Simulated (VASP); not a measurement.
# Si (Fd-3m) in VASP: settings compared

Aim: see how the results for Si move with the level of theory and the settings. Levels: revPBE+D3(BJ), RPBE, r2SCAN+D4. Tasks: single point, relaxation of cell and atoms.

All numbers are computed with VASP 6.6.1; they aren't measurements. Logs are shortened: lines on timing, memory, paths and dates and some standing lists are left out, and cuts for length are marked.

### Step 1. The cell of the first run

It takes space group Fd-3m (No. 227, cubic). Conventional cell: a = 5.396 Å, b = 5.396 Å, c = 5.396 Å, α = 90.00°, β = 90.00°, γ = 90.00°. Within 3.1 Å of Si (site symmetry -43m) lie 4 Si at 2.34 Å.

### Step 2. Single point, revPBE+D3(BJ)

INCAR reads:

```
PREC     = Accurate       # precision mode
ENCUT    = 500            # plane-wave cutoff, eV
EDIFF    = 1E-6           # SCF threshold, eV
ISMEAR   = 0              # smearing method
SIGMA    = 0.01           # smearing width, eV
LREAL    = False          # projectors in reciprocal space
LASPH    = True           # aspherical terms in the spheres
NELM     = 120            # most SCF steps
ALGO     = Normal         # electronic algorithm
ISIF     = 2              # what is computed and relaxed
LWAVE    = False          # write WAVECAR
LCHARG   = False          # write CHGCAR
GGA      = RE             # functional
IVDW     = 12             # dispersion correction
NBANDS   = 11             # bands
GGA_COMPAT= False
```

KPOINTS reads:

```
Automatic mesh
0
Gamma
  6 6 6
```

POSCAR reads:

```
Si
1.0
    0.0000000000      2.6979120825      2.6979120825
    2.6979120825      0.0000000000      2.6979120825
    2.6979120825      2.6979120825      0.0000000000
Si
2
Direct
    0.2500000000      0.2500000000      0.2500000000
    1.0000000000      1.0000000000      1.0000000000
```

Potentials or basis: VASP PAW PBE potentials, release 64 (Si).

Command:

```
> cat potpaw_PBE.64/Si/POTCAR > POTCAR
> mpirun -np 1 vasp_std > vasp.out
```

OUTCAR:

```text
PREC = Accurate
   ENCUT = 500
   EDIFF = 1E-6
   ISMEAR = 0
   LREAL = False
   LASPH = True
   NELM = 120
   ISIF = 2
   GGA = RE
   IVDW = 12
 IVDW          = 12

 ion  position               nearest neighbor table
   1  0.250  0.250  0.250-   2 2.34   2 2.34   2 2.34   2 2.34
   2  0.000  0.000  0.000-   1 2.34   1 2.34   1 2.34   1 2.34

  LATTYP: Found a face centered cubic cell.
 ALAT       =     5.3958241650

  Lattice vectors:

 A1 = (   0.0000000000,   2.6979120825,   2.6979120825)
 A2 = (   2.6979120825,   0.0000000000,   2.6979120825)
 A3 = (   2.6979120825,   2.6979120825,   0.0000000000)

Analysis of symmetry for initial positions (statically):
=====================================================================
 Subroutine PRICEL returns:
 Original cell was already a primitive cell.

 Routine SETGRP: Setting up the symmetry group for a
 face centered cubic supercell.

 Subroutine GETGRP returns: Found 48 space group operations
 (whereof 24 operations were pure point group operations)
 out of a pool of 48 trial point group operations.

The static configuration has the point symmetry T_d .
 The point group associated with its full space group is O_h .

Analysis of symmetry for dynamics (positions and initial velocities):
=====================================================================
 Subroutine PRICEL returns:
 Original cell was already a primitive cell.

 Routine SETGRP: Setting up the symmetry group for a
 face centered cubic supercell.

 Subroutine GETGRP returns: Found 48 space group operations
 (whereof 24 operations were pure point group operations)
 out of a pool of 48 trial point group operations.

The dynamic configuration has the point symmetry T_d .
 The point group associated with its full space group is O_h .

 Subroutine INISYM returns: Found 48 space group operations
 (whereof 24 operations are pure point group operations),
 and found     1 'primitive' translations

----------------------------------------------------------------------------------------

                                     Primitive cell

  volume of cell :      39.2747

  direct lattice vectors                    reciprocal lattice vectors
     0.000000000  2.697912082  2.697912082    -0.185328500  0.185328500  0.185328500
     2.697912082  0.000000000  2.697912082     0.185328500 -0.185328500  0.185328500
     2.697912082  2.697912082  0.000000000     0.185328500  0.185328500 -0.185328500

  length of vectors
     3.815423857  3.815423857  3.815423857     0.320998378  0.320998378  0.320998378

  position of ions in fractional coordinates (direct lattice)
     0.250000000  0.250000000  0.250000000
[... 79 lines left out ...]
   PSTRESS=    0.0 pullay stress
   NELECT =       8.0000    total number of electrons
   NUPDOWN=      -1.0000    fix difference up-down
   EMIN   =  10.00;   EMAX   =-10.00  energy-range for DOS
   EFERMI =   0.00;   METHOD = LEGACY
   ISMEAR =     0;   SIGMA  =   0.01  broadening in eV -4-tet -1-fermi 0-gaus
   EFERMI_NEDOS =   21; number of points for ismear=-14 and -15
   IALGO  =     38    algorithm
   IMIX   =      4    mixing-type and parameters
     AMIX     =   0.40;   BMIX     =  1.00
     AMIX_MAG =   1.60;   BMIX_MAG =  1.00
  volume/ion in A,a.u.               =      19.64       132.52
  Fermi-wavevector in a.u.,A,eV,Ry     =   0.963238  1.820256 12.623864  0.927828
  Thomas-Fermi vector in A             =   2.092766
   LORBIT       =      0    0 simple, 1 ext, 2 COOP (PROOUT), +10 PAW based schemes
   GGA     = RE    functional components
   LHFCALC =     F    Hartree Fock is set to
   AEXX    =    0.0000 exact exchange contribution
   IVDW    =    12    specifies the selected vdW correction
   LEPSILON=     F    determine dielectric tensor
   LRPA    =     F    only Hartree local field effects (RPA)
 non-spin polarized calculation
 Gauss-broadening in eV      SIGMA  =   0.01
  energy-cutoff  :      500.00
  volume of cell :       39.27
 maximum number of plane-waves:      1018
   NGX = 13   NGY = 13   NGZ = 13

 number of electron       8.0000001 magnetization

 Free energy of the ion-electron system (eV)
  ---------------------------------------------------
  ext. energy  EPLUGINS =         0.00000000
  ---------------------------------------------------
  free energy    TOTEN  =       -10.37695767 eV

  energy without entropy =      -10.37695767  energy(sigma->0) =      -10.37695767

 E-fermi :   6.1724     XC(G=0):  -9.4180

 val. band max:        6.0845399058   @ k =   0.0000   0.0000   0.0000
 cond. band min:       6.7908515832   @ k =   0.5000   0.5000   0.0000
 fundamental gap:      0.7063116774
 Fermi energy:         6.1723505261

 k-point     1 :       0.0000    0.0000    0.0000
  band No.  band energies     occupation
      1      -5.9919      2.00000
      2       6.0845      2.00000
      3       6.0845      2.00000
      4       6.0845      2.00000
      5       8.6569      0.00000
      6       8.6569      0.00000
      7       8.6569      0.00000
      8       9.7780      0.00000
      9      13.7665      0.00000
     10      13.7665      0.00000
     11      14.2657      0.00000
[... 197 lines left out ...]
 k-point    16 :      -0.3333    0.5000    0.1667
  band No.  band energies     occupation
      1      -1.6513      2.00000
      2      -1.6513      2.00000
      3       2.3761      2.00000
      4       2.3761      2.00000
      5       8.8559      0.00000
      6       8.8559      0.00000
      7      12.9369      0.00000
      8      12.9369      0.00000
      9      16.7826      0.00000
     10      16.7826      0.00000
     11      19.2141      0.00000

------------------------ aborting loop because EDIFF is reached ----------------------------------------

 Edisp (eV)   -1.25394

 E8    (eV) :    -0.8606

  FORCE on cell =-STRESS in cart. coord.  units (eV):
  Direction    XX          YY          ZZ          XY          YZ          ZX
  --------------------------------------------------------------------------------------
  -------------------------------------------------------------------------------------
  Total      -0.04874    -0.04874    -0.04874     0.00000     0.00000     0.00000
  in kB      -1.98834    -1.98834    -1.98834     0.00000     0.00000     0.00000
  external pressure =       -1.99 kB  Pullay stress =        0.00 kB

 VOLUME and BASIS-vectors are now :
 -----------------------------------------------------------------------------
  energy-cutoff  :      500.00
  volume of cell :       39.27
      direct lattice vectors                 reciprocal lattice vectors
     0.000000000  2.697912082  2.697912082    -0.185328500  0.185328500  0.185328500
     2.697912082  0.000000000  2.697912082     0.185328500 -0.185328500  0.185328500
     2.697912082  2.697912082  0.000000000     0.185328500  0.185328500 -0.185328500

 POSITION                                       TOTAL-FORCE (eV/Angst)
 -----------------------------------------------------------------------------------
      1.34896      1.34896      1.34896        -0.000000     -0.000000     -0.000000
      0.00000      0.00000      0.00000         0.000000      0.000000      0.000000
 -----------------------------------------------------------------------------------
    total drift:                                0.000000      0.000000     -0.000000

  FREE ENERGIE OF THE ION-ELECTRON SYSTEM (eV)
  ---------------------------------------------------
  free  energy   TOTEN  =       -11.6308934525 eV

  energy  without entropy=      -11.6308934525  energy(sigma->0) =      -11.63089345
```

OSZICAR:

```text
N       E                     dE             d eps       ncg     rms          rms(c)
DAV:   1     0.592916594455E+01    0.59292E+01   -0.31819E+03   352   0.546E+02
DAV:   2    -0.100366912980E+02   -0.15966E+02   -0.15030E+02   468   0.817E+01
DAV:   3    -0.105378170414E+02   -0.50113E+00   -0.49984E+00   458   0.119E+01
DAV:   4    -0.105417420032E+02   -0.39250E-02   -0.39242E-02   424   0.132E+00
DAV:   5    -0.105417784654E+02   -0.36462E-04   -0.36462E-04   456   0.116E-01    0.572E+00
DAV:   6    -0.104253885718E+02    0.11639E+00   -0.65767E-02   397   0.109E+00    0.350E+00
DAV:   7    -0.103744757212E+02    0.50913E-01   -0.13008E-01   403   0.168E+00    0.170E-01
DAV:   8    -0.103763681857E+02   -0.18925E-02   -0.62752E-03   406   0.429E-01    0.970E-02
DAV:   9    -0.103769181941E+02   -0.55001E-03   -0.72344E-04   416   0.150E-01    0.630E-02
DAV:  10    -0.103769491323E+02   -0.30938E-04   -0.24963E-05   423   0.319E-02    0.148E-02
DAV:  11    -0.103769578278E+02   -0.86955E-05   -0.16775E-05   410   0.227E-02    0.746E-03
DAV:  12    -0.103769576673E+02    0.16047E-06   -0.52782E-07   382   0.551E-03
   1 F= -.11630893E+02 E0= -.11630893E+02  d E =-.255195E-37
```

stdout:

```text
POSCAR found type information on POSCAR Si
 POSCAR found :  1 types and       2 ions
 scaLAPACK will be used
 -----------------------------------------------------------------------------
|                                                                             |
|                                                                             |
|     You enforced a specific xc type in the INCAR file but a different       |
|     I HOPE YOU KNOW WHAT YOU ARE DOING!                                     |
|                                                                             |
 -----------------------------------------------------------------------------

 LDA part: xc-table for (Slater+PW92), standard interpolation
 POSCAR, INCAR and KPOINTS ok, starting setup
 FFT: planning ... GRIDC
 FFT: planning ... GRID_SOFT
 FFT: planning ... GRID
 WAVECAR not read
 entering main loop
```

Wall time 3.2 s (1 thread of Intel Xeon Platinum 8481C at 2.70GHz (Sapphire Rapids), shared host); peak memory 0.15 GiB.

What came out:

```yaml
Free_energy: -11.6309 eV
Pressure: -0.2 GPa
Band_gap_on_the_k_mesh: 0.71 eV (least direct gap 2.57 eV)
Dispersion_energy_per_atom: -0.627 eV
```

Levels at points of the mesh, in eV from the valence-band top:
| k point | band 1 | band 2 | band 3 | band 4 | band 5 | band 6 | band 7 | band 8 |
| --- | --- | --- | --- | --- | --- | --- | --- | --- |
| (0.00, 0.00, 0.00) | -12.08 | 0.00 | 0.00 | 0.00 | 2.57 | 2.57 | 2.57 | 3.69 |
| (0.50, 0.00, 0.00) | -9.70 | -7.04 | -1.21 | -1.21 | 1.66 | 3.33 | 3.33 | 7.84 |
| (0.50, 0.50, 0.00) | -7.86 | -7.86 | -2.90 | -2.90 | 0.71 | 0.71 | 10.32 | 10.32 |

Caveat: the PAW data sets were made with another functional, which shifts forces and pressure a little. As with any semilocal functional, this revPBE gap is likely too small.

### Step 3. Single point, RPBE

This run uses another cell than the first one, of 20.84 Å³/atom.

INCAR reads:

```
PREC = Accurate
ENCUT = 500
EDIFF = 1E-6
ISMEAR = 0
SIGMA = 0.01
LREAL = F
LASPH = T
NELM = 120
ALGO = Normal
ISIF = 2
LWAVE = F
LCHARG = F
GGA = RP
NBANDS = 11
GGA_COMPAT = F
```

KPOINTS reads:

```
regular mesh
0
Gamma
  6 6 6
```

POSCAR reads:

```
Si
1.0
    0.0000000000      2.7516956221      2.7516956221
    2.7516956221      0.0000000000      2.7516956221
    2.7516956221      2.7516956221      0.0000000000
Si
2
Direct
    0.2500000000      0.2500000000      0.2500000000
    1.0000000000      1.0000000000      1.0000000000
```

Potentials or basis: VASP PAW PBE potentials, release 64 (Si).

Command:

```
> cat potpaw_PBE.64/Si/POTCAR > POTCAR
> mpirun -np 1 vasp_std > vasp.out
```

Run time: 3.2 s. Hardware: 1 thread of Intel Xeon Platinum 8481C at 2.70GHz (Sapphire Rapids), shared host; peak memory 0.14 GiB.

Results (log left out):

| Property | Result |
| --- | --- |
| Free energy | -10.3034 eV |
| Pressure | -0.2 GPa |
| Band gap on the k mesh | 0.84 eV (least direct gap 2.55 eV) |

Levels at points of the mesh, in eV from the valence-band top:
```csv
k point,band 2,band 3,band 4,band 5,band 6,band 7
"(0.00, 0.00, 0.00)",0.00,0.00,0.00,2.55,2.55,2.55
"(0.50, 0.00, 0.00)",-6.76,-1.16,-1.16,1.47,3.36,3.36
"(0.50, 0.50, 0.00)",-7.67,-2.74,-2.74,0.85,0.85,9.82
```

Caveat: the PAW data sets were made with another functional, which shifts forces and pressure a little. A k mesh can miss the band edges.

### Step 4. Single point, r2SCAN+D4

This run uses another cell than the first one, of 20.01 Å³/atom.

POSCAR reads:

```
Si
1.0
    0.0000000000      2.7148096332      2.7148096332
    2.7148096332      0.0000000000      2.7148096332
    2.7148096332      2.7148096332      0.0000000000
Si
2
Direct
    0.2500000000      0.2500000000      0.2500000000
    1.0000000000      1.0000000000      1.0000000000
```

INCAR.step1 reads:

```
PREC     = Accurate       # precision mode
ENCUT    = 550            # plane-wave cutoff, eV
ISMEAR   = 0              # smearing method
SIGMA    = 0.01           # smearing width, eV
LREAL    = False          # projectors in reciprocal space
LASPH    = True           # aspherical terms in the spheres
NELM     = 120            # most SCF steps
NBANDS   = 11             # bands
GGA      = PE             # functional
ALGO     = Normal         # electronic algorithm
EDIFF    = 1E-5           # SCF threshold, eV
LWAVE    = True           # write WAVECAR
LCHARG   = False          # write CHGCAR
GGA_COMPAT= False
```

INCAR.step2 reads:

```
PREC     = Accurate       # precision mode
ENCUT    = 550            # plane-wave cutoff, eV
EDIFF    = 1E-6           # SCF threshold, eV
ISMEAR   = 0              # smearing method
SIGMA    = 0.01           # smearing width, eV
LREAL    = False          # projectors in reciprocal space
LASPH    = True           # aspherical terms in the spheres
NELM     = 120            # most SCF steps
ALGO     = Normal         # electronic algorithm
ISIF     = 2              # what is computed and relaxed
LWAVE    = False          # write WAVECAR
LCHARG   = False          # write CHGCAR
METAGGA  = R2SCAN         # meta-GGA
LMIXTAU  = True         
IVDW     = 13             # dispersion correction
VDW_S6   = 1.0          
VDW_S8   = 0.6018749    
VDW_A1   = 0.51559235   
VDW_A2   = 5.77342911   
NBANDS   = 11             # bands
ISTART   = 1            
GGA_COMPAT= False
```

KPOINTS is that of step 3.

Command:

```
> cat potpaw_PBE.64/Si/POTCAR > POTCAR
> cp INCAR.step1 INCAR
> mpirun -np 1 vasp_std > vasp.out
> cp INCAR.step2 INCAR
> mpirun -np 1 vasp_std > vasp.out
```

Wall time 15 s (1 thread of Intel Xeon Platinum 8481C at 2.70GHz (Sapphire Rapids), shared host); peak memory 0.15 GiB.

It converged, with:

| Quantity | Value |
| --- | --- |
| Free energy | -17.7666 eV |
| Pressure | -0.2 GPa |
| Band gap on the k mesh | 0.92 eV (least direct gap 2.76 eV) |
| Dispersion energy per atom | -0.119 eV |

Levels at points of the mesh, in eV from the valence-band top:
| k point | band 1 | band 2 | band 3 | band 4 | band 5 | band 6 | band 7 | band 8 |
| --- | --- | --- | --- | --- | --- | --- | --- | --- |
| (0.00, 0.00, 0.00) | -12.53 | 0.00 | 0.00 | 0.00 | 2.76 | 2.76 | 2.76 | 4.00 |
| (0.50, 0.00, 0.00) | -10.08 | -7.27 | -1.27 | -1.27 | 1.89 | 3.59 | 3.59 | 8.34 |
| (0.50, 0.50, 0.00) | -8.16 | -8.16 | -3.01 | -3.01 | 0.92 | 0.92 | 10.89 | 10.89 |

Caveat: the PAW data sets were made with another functional, which shifts forces and pressure a little.

### Step 5. Relaxation of cell and atoms, revPBE+D3(BJ)

This run uses another cell than the first one, of 19.98 Å³/atom.

INCAR reads:

```
PREC = Accurate ; ENCUT = 500
EDIFF = 1E-7 ; ISMEAR = 0
SIGMA = 0.01 ; LREAL = False
LASPH = True ; NELM = 120
ALGO = Normal ; ISIF = 3
LWAVE = False ; LCHARG = False
GGA = RE ; IVDW = 12
IBRION = 2 ; NSW = 100
EDIFFG = -0.005 ; GGA_COMPAT = False
NELMIN = 4
```

KPOINTS is that of step 4.

POSCAR reads:

```
Si
1.0
    0.0000000000      2.7135600000      2.7135600000
    2.7135600000      0.0000000000      2.7135600000
    2.7135600000      2.7135600000      0.0000000000
Si
2
Direct
    0.2500000000      0.2500000000      0.2500000000
    1.0000000000      1.0000000000      1.0000000000
```

Command:

```
> cat potpaw_PBE.64/Si/POTCAR > POTCAR
> mpirun -np 1 vasp_std > vasp.out
```

Run time: 6.1 s. Hardware: 1 thread of Intel Xeon Platinum 8481C at 2.70GHz (Sapphire Rapids), shared host; peak memory 0.15 GiB.

It converged, with:

- Free energy: -11.6310 eV
- Relaxed volume: 19.59 Å³/atom
- Relaxed cell: a = 3.813 Å, b = 3.813 Å, c = 3.813 Å, α = 60.00°, β = 60.00°, γ = 60.00°
- Space group after relaxing (to 0.1 Å): Fd-3m (No. 227)
- Energy gained by relaxing: 2.2 meV/atom
- Ionic steps: 3
- Pressure after relaxing: 0.0 GPa
- Band gap on the k mesh: 0.70 eV (least direct gap 2.57 eV)
- Dispersion energy per atom: -0.628 eV

Step by step:
| step | energy change (eV) | largest force (eV/Å) | pressure (GPa) | volume (Å³) |
| --- | --- | --- | --- | --- |
| 1 | 0.0000 | 0.0000 | -1.75 | 39.96 |
| 2 | -0.0026 | 0.0000 | 1.21 | 38.71 |
| 3 | -0.0043 | 0.0000 | 0.01 | 39.19 |

Final structure:
```yaml
crystal:
  lattice:
    - [0.00000, 2.69593, 2.69593]
    - [2.69593, 0.00000, 2.69593]
    - [2.69593, 2.69593, 0.00000]
  atoms:
    - { symbol: Si, position: [0.25000, 0.25000, 0.25000] }
    - { symbol: Si, position: [0.00000, 0.00000, 0.00000] }
```

Levels at points of the mesh, in eV from the valence-band top:
| k point | band 2 | band 3 | band 4 | band 5 | band 6 | band 7 |
| --- | --- | --- | --- | --- | --- | --- |
| (0.00, 0.00, 0.00) | 0.00 | 0.00 | 0.00 | 2.57 | 2.57 | 2.57 |
| (0.50, 0.00, 0.00) | -7.05 | -1.22 | -1.22 | 1.67 | 3.33 | 3.33 |
| (0.50, 0.50, 0.00) | -7.87 | -2.90 | -2.90 | 0.70 | 0.70 | 10.34 |

Caveat: the PAW data sets were made with another functional, which shifts forces and pressure a little.

### Step 6. Relaxation of cell and atoms, RPBE

This run uses another cell than the first one, of 19.98 Å³/atom.

INCAR reads:

```
  PREC = Accurate
  ENCUT = 500
  EDIFF = 1E-7
  ISMEAR = 0
  SIGMA = 0.01
  LREAL = False
  LASPH = True
  NELM = 120
  ALGO = Normal
  ISIF = 3
  LWAVE = False
  LCHARG = False
  GGA = RP
  IBRION = 2
  NSW = 100
  EDIFFG = -0.005
  GGA_COMPAT = False
  NELMIN = 4
```

KPOINTS reads:

```
Automatic mesh
0
Gamma
  6 6 6
```

POSCAR is that of step 5.

Potentials or basis: VASP PAW PBE potentials, release 64 (Si).

Command:

```
> cat potpaw_PBE.64/Si/POTCAR > POTCAR
> mpirun -np 1 vasp_std > vasp.out
```

Wall time 6.7 s (1 thread of Intel Xeon Platinum 8481C at 2.70GHz (Sapphire Rapids), shared host); peak memory 0.14 GiB.

It converged, with:

```
Free energy                           : -10.3033 eV
Relaxed volume                        : 20.78 Å³/atom
Relaxed cell                          : a = 3.888 Å, b = 3.888 Å, c = 3.888 Å, α = 60.00°, β = 60.00°, γ = 60.00°
Space group after relaxing (to 0.1 Å) : Fd-3m (No. 227)
Energy gained by relaxing             : 8.8 meV/atom
Ionic steps                           : 3
Pressure after relaxing               : 0.0 GPa
Band gap on the k mesh                : 0.84 eV (least direct gap 2.55 eV)
```

Step by step:
```tsv
step	energy change (eV)	largest force (eV/Å)	pressure (GPa)	volume (Å³)
1	0.0000	0.0000	3.66	39.96
2	-0.0101	0.0000	-2.12	42.66
3	-0.0176	0.0000	0.00	41.56
```

Final structure:
```
Si
1.0
     0.00000    2.74928    2.74928
     2.74928    0.00000    2.74928
     2.74928    2.74928    0.00000
Si
2
Direct
  0.25000 0.25000 0.25000
  0.00000 0.00000 0.00000
```

Levels at points of the mesh, in eV from the valence-band top:
```
           k point  band 2  band 3  band 4  band 5  band 6  band 7
(0.00, 0.00, 0.00)    0.00    0.00    0.00    2.55    2.55    2.55
(0.50, 0.00, 0.00)   -6.77   -1.16   -1.16    1.48    3.36    3.36
(0.50, 0.50, 0.00)   -7.67   -2.75   -2.75    0.84    0.84    9.84
```

Caveat: the PAW data sets were made with another functional, which shifts forces and pressure a little. RPBE and its kin give volumes clearly too large for solids.

(Part 1 of 2 ends here.)
